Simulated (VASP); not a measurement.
# H3C5 in VASP: single point with PBE+D3(BJ)

Aim: the single point of H3C5 with PBE+D3(BJ).

Everything below comes from runs of VASP 6.6.1. Logs are shortened: lines on timing, memory, paths and dates and some standing lists are left out, and cuts for length are marked.

## Step 1: The cell of the first run

The cell holds a slab with vacuum, 32 atoms: a = 5.049 Å, b = 5.049 Å, c = 17.136 Å, α = 90.00°, β = 90.00°, γ = 90.00°.

## Step 2: Single point, PBE+D3(BJ)

INCAR reads:

```
SYSTEM = H3C5
PREC = Accurate
ENCUT = 520
EDIFF = 1E-6
ISMEAR = 0
SIGMA = 0.02
LREAL = Auto
LASPH = .TRUE.
NELM = 100
ALGO = Normal
ISIF = 2
LWAVE = .FALSE.
LCHARG = .TRUE.
GGA = PE
IVDW = 12
LELF = .TRUE.
LVHAR = .TRUE.
NBANDS = 68
```

KPOINTS reads:

```
Automatic mesh
0
G
  2 2 1
  0 0 0
```

POSCAR reads:

```
H3C5
1.0
    5.0487420000      0.0000000000      0.0000000000
    0.0000000000      5.0487420000      0.0000000000
    0.0000000000      0.0000000000     17.1355610000
H C
12 20
Direct
    0.4277868800      0.0000000000      0.0583581700
    0.0722131600      0.0000000000      0.0583581700
    0.9277869200      0.0000000000      0.0583581700
    0.5722132000      0.0000000000      0.0583581700
    0.4277868800      0.5000000400      0.0583581700
    0.0722131600      0.5000000400      0.0583581700
    0.9277869200      0.5000000400      0.0583581700
    0.5722132000      0.5000000400      0.0583581700
    0.7499685585      0.0036863751      0.3585337771
    0.2500166105      0.4962694857      0.3585582149
    0.7499873101      0.4962273420      0.3585447753
    0.2500443995      0.0036564616      0.3585420819
    0.2500000200      0.0000000000      0.0953981000
    0.7500000600      0.0000000000      0.0953981000
    0.2500000200      0.5000000400      0.0953981000
    0.7500000600      0.5000000400      0.0953981000
    0.2500000200      0.2500000200      0.1474827700
    0.7500000600      0.2500000200      0.1474827700
    0.2500000200      0.7500000600      0.1474827700
    0.7500000600      0.7500000600      0.1474827700
    0.0000081150      0.2499902219      0.1955584926
    0.4999865022      0.2499954459      0.1955550062
    0.0000036221      0.7499939651      0.2034135536
    0.4999916914      0.7499959289      0.2034099098
   -0.0000034199      0.0165482079      0.2521655845
    0.4999902582      0.0165467720      0.2521609451
    0.0000045676      0.4834292319      0.2521739379
    0.4999879742      0.4834299173      0.2521666598
    0.2500060916      0.0881870810      0.2994114124
    0.7499897355      0.0882070726      0.2994042133
    0.2500003357      0.4117732986      0.2994173263
    0.7499922698      0.4117625811      0.2994057854
```

Potentials or basis: VASP PAW PBE potentials, release 64 (H, C).

Run with:

```
$ cat potpaw_PBE.64/H/POTCAR potpaw_PBE.64/C/POTCAR > POTCAR
$ mpirun -np 1 vasp_std > vasp.out
```

OUTCAR:

```text
SYSTEM = H3C5
   PREC = Accurate
   ENCUT = 520
   EDIFF = 1E-6
   ISMEAR = 0
   LREAL = Auto
   LASPH = .TRUE.
   NELM = 100
   ISIF = 2
   GGA = PE
   IVDW = 12
 IVDW          = 12

 ion  position               nearest neighbor table
   1  0.428  0.000  0.058-   4 0.73  13 1.10
   2  0.072  0.000  0.058-   3 0.73  13 1.10
   3  0.928  0.000  0.058-   2 0.73  14 1.10
   4  0.572  0.000  0.058-   1 0.73  14 1.10
   5  0.428  0.500  0.058-   8 0.73  15 1.10
   6  0.072  0.500  0.058-   7 0.73  15 1.10
   7  0.928  0.500  0.058-   6 0.73  16 1.10
   8  0.572  0.500  0.058-   5 0.73  16 1.10
   9  0.750  0.004  0.359-  30 1.10
  10  0.250  0.496  0.359-  31 1.10
  11  0.750  0.496  0.359-  32 1.10
  12  0.250  0.004  0.359-  29 1.10
  13  0.250  0.000  0.095-   1 1.10   2 1.10  19 1.55  17 1.55
  14  0.750  0.000  0.095-   4 1.10   3 1.10  20 1.55  18 1.55
  15  0.250  0.500  0.095-   5 1.10   6 1.10  19 1.55  17 1.55
  16  0.750  0.500  0.095-   8 1.10   7 1.10  20 1.55  18 1.55
  17  0.250  0.250  0.147-  22 1.51  21 1.51  13 1.55  15 1.55
  18  0.750  0.250  0.147-  22 1.51  21 1.51  14 1.55  16 1.55
[... 12 lines left out ...]
  31  0.250  0.412  0.299-  10 1.10  27 1.54  28 1.54  29 1.63
  32  0.750  0.412  0.299-  11 1.10  27 1.54  28 1.54  30 1.63

  LATTYP: Found a simple tetragonal cell.
 ALAT       =     5.0487420000
 C/A-ratio  =     3.3940258781

  Lattice vectors:

 A1 = (   5.0487420000,   0.0000000000,   0.0000000000)
 A2 = (   0.0000000000,   5.0487420000,   0.0000000000)
 A3 = (   0.0000000000,   0.0000000000,  17.1355610000)

Analysis of symmetry for initial positions (statically):
=====================================================================
 Subroutine PRICEL returns:
 Original cell was already a primitive cell.

 Routine SETGRP: Setting up the symmetry group for a
 simple tetragonal supercell.

 Subroutine GETGRP returns: Found  1 space group operations
 (whereof  1 operations were pure point group operations)
 out of a pool of 16 trial point group operations.

The static configuration has the point symmetry C_1 .

Analysis of symmetry for dynamics (positions and initial velocities):
=====================================================================
 Subroutine PRICEL returns:
 Original cell was already a primitive cell.

 Routine SETGRP: Setting up the symmetry group for a
 simple tetragonal supercell.

 Subroutine GETGRP returns: Found  1 space group operations
 (whereof  1 operations were pure point group operations)
 out of a pool of 16 trial point group operations.

The dynamic configuration has the point symmetry C_1 .

 Subroutine INISYM returns: Found  1 space group operations
 (whereof  1 operations are pure point group operations),
 and found     1 'primitive' translations

----------------------------------------------------------------------------------------

                                     Primitive cell

  volume of cell :     436.7820

  direct lattice vectors                    reciprocal lattice vectors
     5.048742000  0.000000000  0.000000000     0.198069143  0.000000000  0.000000000
     0.000000000  5.048742000  0.000000000     0.000000000  0.198069143  0.000000000
     0.000000000  0.000000000 17.135561000     0.000000000  0.000000000  0.058358171

  length of vectors
     5.048742000  5.048742000 17.135561000     0.198069143  0.198069143  0.058358171

  position of ions in fractional coordinates (direct lattice)
     0.427786880  0.000000000  0.058358170
     0.072213160  0.000000000  0.058358170
     0.927786920  0.000000000  0.058358170
     0.572213200  0.000000000  0.058358170
     0.427786880  0.500000040  0.058358170
     0.072213160  0.500000040  0.058358170
[... 24 lines left out ...]
     0.250000336  0.411773299  0.299417326
     0.749992270  0.411762581  0.299405785

  ion indices of the primitive-cell ions
   primitive index   ion index
                 1           1
                 2           2
                 3           3
                 4           4
                 5           5
                 6           6
[... 24 lines left out ...]
                31          31
                32          32

----------------------------------------------------------------------------------------

 KPOINTS: Automatic mesh

Automatic generation of k-mesh.
 Grid dimensions read from file:
 generate k-points for:    2    2    1

 Generating k-lattice:

  Cartesian coordinates                     Fractional coordinates (reciprocal lattice)
     0.099034571  0.000000000  0.000000000     0.500000000  0.000000000  0.000000000
     0.000000000  0.099034571  0.000000000     0.000000000  0.500000000  0.000000000
     0.000000000  0.000000000  0.058358171     0.000000000  0.000000000  1.000000000

  Length of vectors
     0.099034571  0.099034571  0.058358171

  Shift w.r.t. Gamma in fractional coordinates (k-lattice)
     0.000000000  0.000000000  0.000000000

 Subroutine IBZKPT returns following result:
 ===========================================

 Found      4 irreducible k-points:

 Following reciprocal coordinates:
            Coordinates               Weight
  0.000000  0.000000  0.000000      1.000000
  0.500000  0.000000  0.000000      1.000000
  0.000000  0.500000  0.000000      1.000000
  0.500000  0.500000  0.000000      1.000000
   k-points           NKPTS =      4   k-points in BZ     NKDIM =      4   number of bands    NBANDS=     68
   number of dos      NEDOS =    301   number of ions     NIONS =     32
   total plane-waves  NPLWV = 204800
   dimension x,y,z NGX =    40 NGY =   40 NGZ =  128
   dimension x,y,z NGXF=    80 NGYF=   80 NGZF=  256
   ions per type =              12  20
   NGX,Y,Z   is equivalent  to a cutoff of  13.17, 13.17, 12.42 a.u.
   NGXF,Y,Z  is equivalent  to a cutoff of  26.34, 26.34, 24.84 a.u.
 SYSTEM =  H3C5
   PREC   = accura    normal or accurate (medium, high low for compatibility)
   ISTART =      0    job   : 0-new  1-cont  2-samecut
   ICHARG =      2    charge: 1-file 2-atom 10-const
   ISPIN  =      1    spin polarized calculation?
   LNONCOLLINEAR =      F non collinear calculations
   LSORBIT =      F    spin-orbit coupling
   LASPH  =      T    aspherical Exc in radial PAW
   ENCUT  =  520.0 eV  38.22 Ry    6.18 a.u.   9.39  9.39 31.86*2*pi/ulx,y,z
   NELM   =    100;   NELMIN=  2; NELMDL= -5     # of ELM steps
   EDIFF  = 0.1E-05   stopping-criterion for ELM
   LREAL  =      T    real-space projection
   EDIFFG = 0.1E-04   stopping-criterion for IOM
   NSW    =      0    number of steps for IOM
   IBRION =     -1    ionic relax: 0-MD 1-quasi-New 2-CG
   NFREE  =      0    steps in history (QN), initial steepest desc. (CG)
   ISIF   =      2    stress and relaxation
   ISYM   =      2    0-nonsym 1-usesym 2-fastsym
   POTIM  = 0.5000    time-step for ionic-motion
   TEBEG  =    0.0;   TEEND  =   0.0 temperature during run
   PSTRESS=    0.0 pullay stress
   NELECT =      92.0000    total number of electrons
   NUPDOWN=      -1.0000    fix difference up-down
   EMIN   =  10.00;   EMAX   =-10.00  energy-range for DOS
   EFERMI =   0.00;   METHOD = LEGACY
   ISMEAR =     0;   SIGMA  =   0.02  broadening in eV -4-tet -1-fermi 0-gaus
   EFERMI_NEDOS =   21; number of points for ismear=-14 and -15
   IALGO  =     38    algorithm
   IMIX   =      4    mixing-type and parameters
     AMIX     =   0.40;   BMIX     =  1.00
     AMIX_MAG =   1.60;   BMIX_MAG =  1.00
  volume/ion in A,a.u.               =      13.65        92.11
  Fermi-wavevector in a.u.,A,eV,Ry     =   0.974053  1.840693 12.908923  0.948779
  Thomas-Fermi vector in A             =   2.104482
   LORBIT       =      0    0 simple, 1 ext, 2 COOP (PROOUT), +10 PAW based schemes
   GGA     = PE    functional components
   LHFCALC =     F    Hartree Fock is set to
   AEXX    =    0.0000 exact exchange contribution
   IVDW    =    12    specifies the selected vdW correction
   LEPSILON=     F    determine dielectric tensor
   LRPA    =     F    only Hartree local field effects (RPA)
 non-spin polarized calculation
 Gauss-broadening in eV      SIGMA  =   0.02
  energy-cutoff  :      520.00
  volume of cell :      436.78
 maximum number of plane-waves:     11780
 NGX is ok and might be reduce to    40
   NGX = 19   NGY = 19   NGZ = 63

 number of electron      92.0000005 magnetization

 Free energy of the ion-electron system (eV)
  ---------------------------------------------------
  ext. energy  EPLUGINS =         0.00000000
  ---------------------------------------------------
  free energy    TOTEN  =      -210.27054240 eV

  energy without entropy =     -210.27054240  energy(sigma->0) =     -210.27054240

 E-fermi :   1.1823     XC(G=0):  -5.1070

 val. band max:        1.0194121268   @ k =   0.0000   0.5000   0.0000
 cond. band min:       2.8651430567   @ k =   0.0000   0.0000   0.0000
 fundamental gap:      1.8457309299
 Fermi energy:         1.1822821176

 k-point     1 :       0.0000    0.0000    0.0000
  band No.  band energies     occupation
      1     -20.1333      2.00000
      2     -17.9111      2.00000
      3     -15.9228      2.00000
      4     -15.5621      2.00000
      5     -15.5243      2.00000
      6     -15.5188      2.00000
[... 50 lines left out ...]
     57       6.3772      0.00000
     58       6.6787      0.00000

 k-point     2 :       0.5000    0.0000    0.0000
  band No.  band energies     occupation
      1     -18.9920      2.00000
      2     -18.9918      2.00000
      3     -16.7822      2.00000
      4     -16.7821      2.00000
      5     -14.4737      2.00000
      6     -14.4732      2.00000
[... 50 lines left out ...]
     57       6.6529      0.00000
     58       6.6531      0.00000

 k-point     3 :       0.0000    0.5000    0.0000
  band No.  band energies     occupation
      1     -19.5455      2.00000
      2     -18.3246      2.00000
      3     -17.1854      2.00000
      4     -15.9047      2.00000
      5     -15.4060      2.00000
      6     -14.8835      2.00000
[... 50 lines left out ...]
     57       6.6034      0.00000
     58       6.6967      0.00000

 k-point     4 :       0.5000    0.5000    0.0000
  band No.  band energies     occupation
      1     -18.4141      2.00000
      2     -18.4138      2.00000
      3     -17.1928      2.00000
      4     -17.1924      2.00000
      5     -16.0689      2.00000
      6     -16.0688      2.00000
[... 50 lines left out ...]
     57       6.5535      0.00000
     58       6.5535      0.00000
 [bands above 58 left out]

------------------------ aborting loop because EDIFF is reached ----------------------------------------

 Edisp (eV)   -3.33475

 E8    (eV) :    -0.9474

  FORCE on cell =-STRESS in cart. coord.  units (eV):
  Direction    XX          YY          ZZ          XY          YZ          ZX
  --------------------------------------------------------------------------------------
  -------------------------------------------------------------------------------------
  Total      69.20645    -9.49832    -4.78539     0.00012     0.00328    -0.00025
  in kB     253.85896   -34.84115   -17.55349     0.00043     0.01202    -0.00092
  external pressure =       67.15 kB  Pullay stress =        0.00 kB

 VOLUME and BASIS-vectors are now :
 -----------------------------------------------------------------------------
  energy-cutoff  :      520.00
  volume of cell :      436.78
      direct lattice vectors                 reciprocal lattice vectors
     5.048742000  0.000000000  0.000000000     0.198069143  0.000000000  0.000000000
     0.000000000  5.048742000  0.000000000     0.000000000  0.198069143  0.000000000
     0.000000000  0.000000000 17.135561000     0.000000000  0.000000000  0.058358171

 POSITION                                       TOTAL-FORCE (eV/Angst)
 -----------------------------------------------------------------------------------
      2.15979      0.00000      1.00000        -8.958246     -0.044258      0.104717
      0.36459      0.00000      1.00000         8.958334     -0.044240      0.104690
      4.68416      0.00000      1.00000        -8.958231     -0.044236      0.104696
      2.88896      0.00000      1.00000         8.958275     -0.044251      0.104717
      2.15979      2.52437      1.00000        -8.958240      0.044295      0.104738
      0.36459      2.52437      1.00000         8.958328      0.044324      0.104687
[... 24 lines left out ...]
      1.26219      2.07894      5.13068         0.000331     -0.000064      0.009057
      3.78652      2.07888      5.13049        -0.000065      0.001088      0.011143
 -----------------------------------------------------------------------------------
    total drift:                               -0.000860     -0.001729      0.009777

  FREE ENERGIE OF THE ION-ELECTRON SYSTEM (eV)
  ---------------------------------------------------
  free  energy   TOTEN  =      -213.6052973444 eV

  energy  without entropy=     -213.6052973444  energy(sigma->0) =     -213.60529734
```

Wall time 6.2 min (1 thread of AMD EPYC 7R43 (Zen 3), shared host); peak memory 0.45 GiB.

What came out:

- Free energy: -213.6053 eV
- Largest force: 8.959 eV/Å
- Band gap on the k mesh: 1.85 eV
- Dispersion energy per atom: -0.104 eV

Forces in eV/Å, atoms in the order of the input:
```
H   -8.958 -0.044  0.105
H    8.958 -0.044  0.105
H   -8.958 -0.044  0.105
H    8.958 -0.044  0.105
H   -8.958  0.044  0.105
H    8.958  0.044  0.105
H   -8.958  0.044  0.105
H    8.958  0.044  0.105
H    0.000 -0.008  0.022
H    0.000  0.007  0.017
H    0.000  0.009  0.020
H   -0.001 -0.008  0.020
C    0.000 -0.131  0.969
C    0.000 -0.131  0.970
C    0.000  0.131  0.970
C    0.000  0.131  0.970
C   -0.001  0.000 -2.924
C    0.000  0.000 -2.923
C    0.000 -0.001  0.486
C    0.000 -0.001  0.487
C   -0.001  0.001 -0.004
C    0.002  0.000 -0.004
C   -0.001  0.000  0.018
C    0.001 -0.001  0.018
C    0.001 -0.034  0.005
C    0.001 -0.033  0.005
C   -0.001  0.034  0.001
C    0.001  0.035  0.004
C   -0.001  0.000  0.008
C    0.000 -0.002  0.008
C    0.000  0.000  0.009
C    0.000  0.001  0.011
```

Levels at points of the mesh, in eV from the valence-band top:
| k point | band 43 | band 44 | band 45 | band 46 | band 47 | band 48 | band 49 | band 50 |
| --- | --- | --- | --- | --- | --- | --- | --- | --- |
| (0.00, 0.00, 0.00) | -2.61 | -2.35 | -0.51 | -0.03 | 1.85 | 2.10 | 3.38 | 3.98 |
| (0.50, 0.00, 0.00) | -2.27 | -2.27 | -2.18 | -2.18 | 3.06 | 3.06 | 3.20 | 3.20 |
| (0.00, 0.50, 0.00) | -2.83 | -2.35 | -0.23 | 0.00 | 2.92 | 2.94 | 3.20 | 3.48 |
| (0.50, 0.50, 0.00) | -2.99 | -2.99 | -2.46 | -2.46 | 4.00 | 4.00 | 4.05 | 4.05 |

Caveat: the k points lie up to 0.62 Å⁻¹ apart.
